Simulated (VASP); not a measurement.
**Hf: single point with RPBE**

The system is Hf.

```
CELL_PARAMETERS angstrom
3.22794 0.00000 0.00000
-1.61397 2.79548 0.00000
0.00000 0.00000 10.32998
ATOMIC_POSITIONS crystal
Hf 0.00000 0.00000 0.00000
Hf 0.00000 0.00000 0.50000
Hf 0.33333 0.66667 0.25000
Hf 0.66667 0.33333 0.75000
```

```yaml
Program: VASP 6.6.1
Task: single point
Functional: RPBE
Potentials_or_basis: VASP PAW PBE potentials, release 64 (Hf_pv)
Cutoff: 520 eV
k_mesh: 13 × 13 × 4
Occupations: fermi-dirac, width 0.1 eV
Spin: no spin polarisation
```

```yaml
Pressure: -0.5 GPa
Band_gap_on_the_k_mesh: zero (bands 20 and 21 overlap by 1.63 eV)
```

Levels at points of the mesh, in eV from the Fermi level:
```tsv
k point	band 18	band 19	band 20	band 21	band 22	band 23
(0.00, 0.00, 0.00)	0.21	0.50	1.08	1.08	1.19	1.19
(0.00, 0.00, 0.50)	0.06	1.02	1.02	1.26	1.26	1.26
```

It took 61 s on 1 thread of Intel(R) Xeon(R) 6975P-C (Granite Rapids), with other jobs on the host, peak memory 0.27 GiB.

Caveat: the PAW data sets were made with another functional, which shifts forces and pressure a little; spin-orbit coupling is left out, which moves the levels of the heavy elements.
